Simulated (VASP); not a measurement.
Cu4Mo, 5 atoms in the cell. The structure is hexagonal, space group P6/mmm (No. 191). The conventional cell has a = 4.159 Å, b = 4.159 Å, c = 4.809 Å, α = 90.00°, β = 90.00°, γ = 120.00°. Cu (site symmetry 3m) has 5 Cu at 2.34 to 2.47 Å and 3 Mo at 2.70 Å within 3.1 Å. Mo (site symmetry 6/mmm) has 12 Cu at 2.70 Å within 3.6 Å. 

| Item | Value |
| --- | --- |
| Program | VASP 6.6.1 |
| Task | single point |
| Functional | PBE |
| Potentials or basis | VASP PAW PBE potentials, release 64 (Cu, Mo_sv) |
| Cutoff | 600 eV |
| k mesh | 12 × 12 × 8 |
| Occupations | gaussian, width 0.1 eV |
| Spin | no spin polarisation |
| Dipole correction | no |
| Further INCAR settings | ALGO = Normal; EDIFF = 1e-06; NBANDS = 37 |

Potentials or basis: VASP PAW PBE potentials, release 64 (Cu, Mo_sv).

The run is started by

```sh
$ cat potpaw_PBE.64/Cu/POTCAR potpaw_PBE.64/Mo_sv/POTCAR > POTCAR
$ mpirun -np 1 vasp_std > vasp.out
```

Hardware: 1 thread of Oxide Virtual Turin-like Processor, with other jobs on the host.

**Question.** How long does it take, and how much memory?

**Answer.** Wall time 6.9 min on 1 thread of Oxide Virtual Turin-like Processor (shared host), peak memory 0.36 GiB. Counts: scf iterations 15, k points 95.
